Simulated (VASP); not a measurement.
Sb: single point with PBEsol

Crystal: Sb.

```
CELL_PARAMETERS angstrom
5.16803 0.00000 0.00000
-2.58401 4.47564 0.00000
0.00000 0.00000 6.23312
ATOMIC_POSITIONS crystal
Sb 0.33333 0.66667 0.49140
Sb 0.66667 0.33333 0.99140
Sb 0.66667 0.33333 0.50860
Sb 0.33333 0.66667 0.00860
```

* Program: VASP 6.6.1
* Task: single point
* Functional: PBEsol
* Potentials or basis: VASP PAW PBE potentials, release 64 (Sb)
* Cutoff: 520 eV
* k mesh: 6 × 6 × 4
* Occupations: gaussian, width 0.1 eV
* Spin: no spin polarisation
* Dipole correction: no
* Further INCAR settings: ALGO = Normal; EDIFF = 1e-06; NBANDS = 18

```yaml
Pressure: 0.1 GPa
Largest_force: 0.014 eV/Å
Band_gap_on_the_k_mesh: zero (bands 10 and 11 overlap by 0.46 eV)
```

Forces on the atoms (eV/Å):
```
Sb   0.000  0.000  0.014
Sb   0.000  0.000  0.014
Sb   0.000  0.000 -0.014
Sb   0.000  0.000 -0.014
```

Levels at points of the mesh, in eV from the Fermi level:
```tsv
k point	band 7	band 8	band 9	band 10	band 11	band 12	band 13	band 14
(0.00, 0.00, 0.00)	-3.75	-1.83	-1.83	-1.83	-0.10	-0.10	2.17	2.17
(0.50, 0.00, 0.00)	-3.46	-2.75	-2.52	-0.39	1.77	2.63	3.69	3.70
(0.00, 0.00, 0.50)	-2.97	-2.97	-1.88	-1.88	0.77	0.77	0.77	0.77
(0.50, 0.00, 0.50)	-1.99	-1.99	-0.96	-0.96	0.32	0.32	2.71	2.71
```

Run time: 61 s on 1 thread of AMD EPYC 7R43 64-Core Processor (Zen 3), on a shared host, peak memory 0.22 GiB.

Caveat: the PAW data sets were made with another functional, which shifts forces and pressure a little; spin-orbit coupling is left out, which moves the levels of the heavy elements.
